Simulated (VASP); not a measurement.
# LiCl in VASP: notebook

The runs below take LiCl through single point, with HSE06.

Everything below comes from runs of VASP 6.6.1. Logs are shortened: lines on timing, memory, paths and dates and some standing lists are left out, and cuts for length are marked.

### 1 The cell of the first run

The structure is cubic, space group Fm-3m (No. 225). Conventional cell: a = 5.368 Å, b = 5.368 Å, c = 5.368 Å, α = 90.00°, β = 90.00°, γ = 90.00°. Within 3.5 Å of Li (site symmetry m-3m) lie 6 Cl at 2.68 Å. Cl (site symmetry m-3m) has 6 Li at 2.68 Å within 3.5 Å.

### 2 Single point, HSE06 (strain +5.0%)

Input file POSCAR:

```
LiCl
1.0
    0.0000000000      2.6838388383      2.6838388383
    2.6838388383      0.0000000000      2.6838388383
    2.6838388383      2.6838388383      0.0000000000
Li Cl
1 1
Direct
    0.0000000000      0.0000000000      0.0000000000
    0.5000000000      0.5000000000      0.5000000000
```

Input file INCAR.step1:

```
SYSTEM = LiCl
ALGO = Normal ; EDIFF = 1E-5
ENCUT = 520 ; GGA = PE
ISIF = 2 ; ISMEAR = 0
LASPH = .True. ; LREAL = .False.
LWAVE = .True. ; NBANDS = 12
NELM = 100 ; PREC = Accurate
SIGMA = 0.01
```

Input file INCAR.step2:

```
SYSTEM = LiCl
ALGO = Normal ; EDIFF = 1E-6
ENCUT = 520 ; GGA = PE
HFSCREEN = 0.2079 ; ISIF = 2
ISMEAR = 0 ; ISTART = 1
LASPH = .True. ; LCHARG = .True.
LELF = .True. ; LHFCALC = .True.
LREAL = .False. ; LVHAR = .True.
LWAVE = .False. ; NBANDS = 12
NELM = 100 ; PREC = Accurate
PRECFOCK = Normal ; SIGMA = 0.01
```

Input file KPOINTS:

```
k-points
0
Gamma
  6 6 6
  0 0 0
```

Potentials or basis: VASP PAW PBE potentials, release 64 (Li_sv, Cl).

Started as:

```
$ cat potpaw_PBE.64/Li_sv/POTCAR potpaw_PBE.64/Cl/POTCAR > POTCAR
$ cp INCAR.step1 INCAR
$ mpirun -np 1 vasp_std > vasp.out
$ cp INCAR.step2 INCAR
$ mpirun -np 1 vasp_std > vasp.out
```

OUTCAR:

```text
SYSTEM = LiCl
   EDIFF = 1E-6
   ENCUT = 520
   GGA = PE
   HFSCREEN = 0.2079
   ISIF = 2
   ISMEAR = 0
   ISTART = 1
   LASPH = .True.
   LHFCALC = .True.
   LREAL = .False.
   NELM = 100
   PREC = Accurate
   PRECFOCK = Normal

 ion  position               nearest neighbor table
   1  0.000  0.000  0.000-
   2  0.500  0.500  0.500-

  LATTYP: Found a face centered cubic cell.
 ALAT       =     5.3676776766

  Lattice vectors:

 A1 = (   0.0000000000,   2.6838388383,   2.6838388383)
 A2 = (   2.6838388383,   0.0000000000,   2.6838388383)
 A3 = (   2.6838388383,   2.6838388383,   0.0000000000)

Analysis of symmetry for initial positions (statically):
=====================================================================
 Subroutine PRICEL returns:
 Original cell was already a primitive cell.

 Routine SETGRP: Setting up the symmetry group for a
 face centered cubic supercell.

 Subroutine GETGRP returns: Found 48 space group operations
 (whereof 48 operations were pure point group operations)
 out of a pool of 48 trial point group operations.

The static configuration has the point symmetry O_h .

Analysis of symmetry for dynamics (positions and initial velocities):
=====================================================================
 Subroutine PRICEL returns:
 Original cell was already a primitive cell.

 Routine SETGRP: Setting up the symmetry group for a
 face centered cubic supercell.

 Subroutine GETGRP returns: Found 48 space group operations
 (whereof 48 operations were pure point group operations)
 out of a pool of 48 trial point group operations.

The dynamic configuration has the point symmetry O_h .

 Subroutine INISYM returns: Found 48 space group operations
 (whereof 48 operations are pure point group operations),
 and found     1 'primitive' translations

----------------------------------------------------------------------------------------

                                     Primitive cell

  volume of cell :      38.6633

  direct lattice vectors                    reciprocal lattice vectors
     0.000000000  2.683838838  2.683838838    -0.186300307  0.186300307  0.186300307
     2.683838838  0.000000000  2.683838838     0.186300307 -0.186300307  0.186300307
     2.683838838  2.683838838  0.000000000     0.186300307  0.186300307 -0.186300307

  length of vectors
     3.795521284  3.795521284  3.795521284     0.322681598  0.322681598  0.322681598
[... 88 lines left out ...]
   EFERMI_NEDOS =   21; number of points for ismear=-14 and -15
   IALGO  =     38    algorithm
   IMIX   =      1    mixing-type and parameters
     AMIX     =   0.40;   BMIX     =  1.00
     AMIX_MAG =   1.60;   BMIX_MAG =  1.00
  volume/ion in A,a.u.               =      19.33       130.46
  Fermi-wavevector in a.u.,A,eV,Ry     =   1.043058  1.971094 14.802726  1.087970
  Thomas-Fermi vector in A             =   2.177750
   LORBIT       =      0    0 simple, 1 ext, 2 COOP (PROOUT), +10 PAW based schemes
   GGA     = PE    functional components
   LHFCALC =     T    Hartree Fock is set to
   PRECFOCK=normal    Normal, Fast or Accurate (Low or Medium for compatibility)
   ENCUT4O =  -1.0   cutoff for four orbital integrals eV
   NKREDX  =     1    reduce k-point grid by
   NKREDY  =     1    reduce k-point grid by
   NKREDZ  =     1    reduce k-point grid by
   AEXX    =    0.2500 exact exchange contribution
   HFSCREEN=    0.2079 screening length (either q_TF or 0.3 A-1)
   HFSCREENC=   0.2079 screening length for correlation (either q_TF or 0.3 A-1)
   ENCUTFOCK=  -1.0 apply spherical cutoff to Coloumb kernel
   IVDW    =     0    specifies the selected vdW correction
   LEPSILON=     F    determine dielectric tensor
   LRPA    =     F    only Hartree local field effects (RPA)
 non-spin polarized calculation
 Gauss-broadening in eV      SIGMA  =   0.01
  energy-cutoff  :      520.00
  volume of cell :       38.66
 maximum number of plane-waves:      1056
  NGX = 24; NGY = 24; NGZ = 24

 number of electron       9.9999988 magnetization

 Free energy of the ion-electron system (eV)
  ---------------------------------------------------
  ext. energy  EPLUGINS =         0.00000000
  ---------------------------------------------------
  free energy    TOTEN  =        -8.39405376 eV

  energy without entropy =       -8.39405376  energy(sigma->0) =       -8.39405376

 E-fermi :  -1.2251     XC(G=0):  -6.8039

 val. band max:       -1.3152920017   @ k =   0.0000   0.0000   0.0000
 cond. band min:       5.6664273850   @ k =   0.0000   0.0000   0.0000
 fundamental gap:      6.9817193867
 Fermi energy:        -1.2250585779

 k-point     1 :       0.0000    0.0000    0.0000
  band No.  band energies     occupation
      1     -47.8741      2.00000
      2     -15.5184      2.00000
      3      -1.3153      2.00000
      4      -1.3153      2.00000
      5      -1.3153      2.00000
      6       5.6664      0.00000
      7      11.9749      0.00000
      8      11.9749      0.00000
      9      11.9749      0.00000
     10      14.0429      0.00000
     11      14.0429      0.00000
     12      14.0429      0.00000
[... 211 lines left out ...]
 k-point    16 :      -0.3333    0.5000    0.1667
  band No.  band energies     occupation
      1     -47.8719      2.00000
      2     -14.8930      2.00000
      3      -3.4797      2.00000
      4      -2.7141      2.00000
      5      -2.2388      2.00000
      6       8.4680      0.00000
      7       9.3264      0.00000
      8      10.9019      0.00000
      9      11.0234      0.00000
     10      14.3269      0.00000
     11      16.7945      0.00000
     12      18.4989      0.00000

------------------------ aborting loop because EDIFF is reached ----------------------------------------

  FORCE on cell =-STRESS in cart. coord.  units (eV):
  Direction    XX          YY          ZZ          XY          YZ          ZX
  --------------------------------------------------------------------------------------
  -------------------------------------------------------------------------------------
  Total       -0.8709714     -0.8709714     -0.8709714      0.0000000      0.0000000      0.0000000
  in kB      -36.0923524    -36.0923524    -36.0923524      0.0000000      0.0000000      0.0000000
  external PRESSURE =     -36.0923524 kB  Pullay stress =       0.0000000 kB

 VOLUME and BASIS-vectors are now :
 -----------------------------------------------------------------------------
  energy-cutoff  :      520.00
  volume of cell :       38.66
      direct lattice vectors                 reciprocal lattice vectors
     0.000000000  2.683838838  2.683838838    -0.186300307  0.186300307  0.186300307
     2.683838838  0.000000000  2.683838838     0.186300307 -0.186300307  0.186300307
     2.683838838  2.683838838  0.000000000     0.186300307  0.186300307 -0.186300307

 POSITION                                       TOTAL-FORCE (eV/Angst)
 -----------------------------------------------------------------------------------
      0.00000      0.00000      0.00000        -0.000000     -0.000000     -0.000000
      2.68384      2.68384      2.68384         0.000000      0.000000      0.000000
 -----------------------------------------------------------------------------------
    total drift:                                0.000005      0.000003      0.000000

  FREE ENERGIE OF THE ION-ELECTRON SYSTEM (eV)
  ---------------------------------------------------
  free  energy   TOTEN  =        -8.3940537628 eV

  energy  without entropy=       -8.3940537628  energy(sigma->0) =       -8.39405376
```

OUTCAR.step1:

```text
SYSTEM = LiCl
   EDIFF = 1E-5
   ENCUT = 520
   GGA = PE
   ISIF = 2
   ISMEAR = 0
[... 453 lines left out ...]
      0.00000      0.00000      0.00000         0.000000      0.000000      0.000000
      2.68384      2.68384      2.68384        -0.000000     -0.000000     -0.000000
 -----------------------------------------------------------------------------------
    total drift:                                0.000000      0.000000      0.000000

  FREE ENERGIE OF THE ION-ELECTRON SYSTEM (eV)
  ---------------------------------------------------
  free  energy   TOTEN  =        -7.3384001062 eV

  energy  without entropy=       -7.3384001062  energy(sigma->0) =       -7.33840011
```

Run time: 4.6 min. Hardware: 1 thread of Intel Xeon 6975P-C (Granite Rapids), shared host; peak memory 0.26 GiB.

Results:

| Quantity | Value |
| --- | --- |
| Free energy | -8.3941 eV |
| Band gap on the k mesh | 6.98 eV |

Levels at points of the mesh, in eV from the valence-band top:
```tsv
k point	band 3	band 4	band 5	band 6	band 7	band 8
(0.00, 0.00, 0.00)	0.00	0.00	0.00	6.98	13.29	13.29
(0.50, 0.00, 0.00)	-2.49	-0.23	-0.23	7.95	10.87	10.87
(0.50, 0.50, 0.00)	-2.49	-0.94	-0.94	8.96	9.76	12.97
```

Caveat: the cell differs from its parent crystal (strain +5.0%); the cutoff is under 1.25 times the usual one of these potentials, so pressure, stress and relaxed cells hold a basis-set (Pulay) error; the PAW data sets were made with another functional, which shifts forces and pressure a little.

### 3 Single point, HSE06 (shear xy strain +2.0%)

Input file POSCAR:

```
LiCl
1.0
    0.0255603699      2.5560369889      2.5560369889
    2.5560369889      0.0255603699      2.5560369889
    2.5815973587      2.5815973587     -0.0000000001
Li Cl
1 1
Direct
    0.0000000000      0.0000000000      0.0000000000
    0.5000000000      0.5000000000      0.5000000000
```

Input file INCAR.step1:

```
SYSTEM = LiCl
PREC = Accurate
ENCUT = 520
EDIFF = 1E-5
ISMEAR = 0
SIGMA = 0.01
LREAL = .False.
LASPH = .True.
NELM = 80
ALGO = Normal
ISIF = 2
LWAVE = .True.
LCHARG = .False.
GGA = PE
NBANDS = 12
```

Input file INCAR.step2:

```
SYSTEM = LiCl
PREC = Accurate
ENCUT = 520
EDIFF = 1E-6
ISMEAR = 0
SIGMA = 0.01
LREAL = .False.
LASPH = .True.
NELM = 80
ALGO = Normal
ISIF = 2
LWAVE = .False.
LCHARG = .False.
GGA = PE
LHFCALC = .True.
HFSCREEN = 0.2079
PRECFOCK = Normal
ISTART = 1
NBANDS = 12
```

Input file KPOINTS:

```
regular mesh
0
Gamma
  6 6 6
  0 0 0
```

Potentials or basis: VASP PAW PBE potentials, release 64 (Li_sv, Cl).

Started as:

```
$ cat potpaw_PBE.64/Li_sv/POTCAR potpaw_PBE.64/Cl/POTCAR > POTCAR
$ cp INCAR.step1 INCAR
$ mpirun -np 1 vasp_std > vasp.out
$ cp INCAR.step2 INCAR
$ mpirun -np 1 vasp_std > vasp.out
```

OUTCAR:

```text
SYSTEM = LiCl
   PREC = Accurate
   ENCUT = 520
   EDIFF = 1E-6
   ISMEAR = 0
   LREAL = .False.
   LASPH = .True.
   NELM = 80
   ISIF = 2
   GGA = PE
   LHFCALC = .True.
   HFSCREEN = 0.2079
   PRECFOCK = Normal
   ISTART = 1

 ion  position               nearest neighbor table
   1  0.000  0.000  0.000-   2 2.56   2 2.56   2 2.56   2 2.56   2 2.56   2 2.56
   2  0.500  0.500  0.500-   1 2.56   1 2.56   1 2.56   1 2.56   1 2.56   1 2.56

  LATTYP: Found a body centered orthorhombic cell.
[... 562 lines left out ...]

  FORCE on cell =-STRESS in cart. coord.  units (eV):
  Direction    XX          YY          ZZ          XY          YZ          ZX
  --------------------------------------------------------------------------------------
  -------------------------------------------------------------------------------------
  Total       -0.0021548     -0.0021548     -0.0064437     -0.1112048      0.0000000      0.0000000
  in kB       -0.1033800     -0.1033800     -0.3091403     -5.3351444      0.0000000      0.0000000
  external PRESSURE =      -0.1719667 kB  Pullay stress =       0.0000000 kB

 VOLUME and BASIS-vectors are now :
 -----------------------------------------------------------------------------
  energy-cutoff  :      520.00
  volume of cell :       33.40
      direct lattice vectors                 reciprocal lattice vectors
     0.025560370  2.556036989  2.556036989    -0.197591235  0.197591235  0.195615323
     2.556036989  0.025560370  2.556036989     0.197591235 -0.197591235  0.195615323
     2.581597359  2.581597359 -0.000000000     0.193678537  0.193678537 -0.195615323

 POSITION                                       TOTAL-FORCE (eV/Angst)
 -----------------------------------------------------------------------------------
      0.00000      0.00000      0.00000        -0.000000     -0.000000      0.000000
      2.58160      2.58160      2.55604         0.000000      0.000000     -0.000000
 -----------------------------------------------------------------------------------
    total drift:                                0.000000      0.000000     -0.000001

  FREE ENERGIE OF THE ION-ELECTRON SYSTEM (eV)
  ---------------------------------------------------
  free  energy   TOTEN  =        -8.4582762918 eV

  energy  without entropy=       -8.4582762918  energy(sigma->0) =       -8.45827629
```

OSZICAR.step1:

```text
N       E                     dE             d eps       ncg     rms          rms(c)
DAV:   1     0.414654351347E+02    0.41465E+02   -0.41182E+03  1104   0.767E+02
DAV:   2    -0.490381952761E+01   -0.46369E+02   -0.44610E+02  1424   0.145E+02
DAV:   3    -0.737102173960E+01   -0.24672E+01   -0.24604E+01  1416   0.344E+01
DAV:   4    -0.744657953768E+01   -0.75558E-01   -0.75545E-01  1544   0.602E+00
DAV:   5    -0.744727040565E+01   -0.69087E-03   -0.69086E-03  1468   0.613E-01    0.240E+00
DAV:   6    -0.737757964330E+01    0.69691E-01   -0.14974E-01  1416   0.181E+00    0.171E+00
DAV:   7    -0.737927780177E+01   -0.16982E-02   -0.49219E-02  1652   0.116E+00    0.925E-01
DAV:   8    -0.738331981318E+01   -0.40420E-02   -0.62300E-03  1312   0.548E-01    0.151E-01
DAV:   9    -0.738328400230E+01    0.35811E-04   -0.19827E-04  1428   0.974E-02    0.516E-02
DAV:  10    -0.738333730597E+01   -0.53304E-04   -0.11652E-04  1308   0.728E-02    0.525E-02
DAV:  11    -0.738334109547E+01   -0.37895E-05   -0.14124E-05  1200   0.243E-02
   1 F= -.73833411E+01 E0= -.73833411E+01  d E =-.132922E-65
```

Run time: 39 min. Hardware: 1 thread of Intel Xeon 8259CL, shared host; peak memory 0.25 GiB.

Results:

| Property | Result |
| --- | --- |
| Free energy | -8.4583 eV |
| Band gap on the k mesh | 7.73 eV |

Caveat: the cell differs from its parent crystal (shear xy strain +2.0%); the cutoff is under 1.25 times the usual one of these potentials, so pressure, stress and relaxed cells hold a basis-set (Pulay) error; the PAW data sets were made with another functional, which shifts forces and pressure a little.
